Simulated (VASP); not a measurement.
Ag: single point with PBEsol

Crystal: Ag.

```
Ag
1.0
     2.80965    0.00000    0.00000
    -1.40483    2.43323    0.00000
     0.00000    0.00000    4.74712
Ag
2
Direct
  0.33333 0.66667 0.25000
  0.66667 0.33333 0.75000
```

This cell differs from its parent crystal: biaxial strain in the a-b plane: -2.0 %.

* Program: VASP 6.6.1
* Task: single point
* Functional: PBEsol
* Potentials or basis: VASP PAW PBE potentials, release 64 (Ag)
* Cutoff: 520 eV
* k mesh: 24 × 24 × 12
* Occupations: gaussian, width 0.1 eV
* Spin: no spin polarisation
* Dipole correction: no
* Further INCAR settings: ALGO = Fast; EDIFF = 1e-06; NBANDS = 18

| Quantity | Value |
| --- | --- |
| Pressure | 3.4 GPa |
| Band gap on the k mesh | zero (bands 11 and 12 overlap by 7.80 eV) |

Stress tensor (GPa, compression positive):
```
4.74 0.00 0.00
0.00 4.74 0.00
0.00 0.00 0.69
```

Levels at points of the mesh, in eV from the Fermi level:
| k point | band 7 | band 8 | band 9 | band 10 | band 11 | band 12 | band 13 | band 14 | band 15 | band 16 |
| --- | --- | --- | --- | --- | --- | --- | --- | --- | --- | --- |
| (0.00, 0.00, 0.00) | -4.67 | -4.12 | -4.12 | -3.13 | -3.13 | -0.89 | 3.36 | 15.97 | 17.05 | 18.13 |
| (0.50, 0.00, 0.00) | -3.92 | -2.98 | -2.89 | -2.76 | 0.13 | 1.76 | 6.87 | 7.13 | 9.59 | 10.53 |
| (0.00, 0.00, 0.50) | -4.86 | -4.86 | -3.47 | -3.47 | -3.47 | -3.47 | 10.72 | 10.72 | 16.35 | 16.35 |
| (0.50, 0.00, 0.50) | -3.21 | -3.21 | -2.81 | -2.81 | 0.66 | 0.66 | 4.93 | 4.93 | 13.90 | 13.90 |

Run time: 2.2 min on 1 thread of AMD EPYC 9R45 96-Core Processor (Zen 5) (shared host), peak memory 0.28 GiB.

Caveat: the cell differs from its parent crystal (biaxial strain in the a-b plane: -2.0 %); the cell stands under pressure; the PAW data sets were made with another functional, which shifts forces and pressure a little.
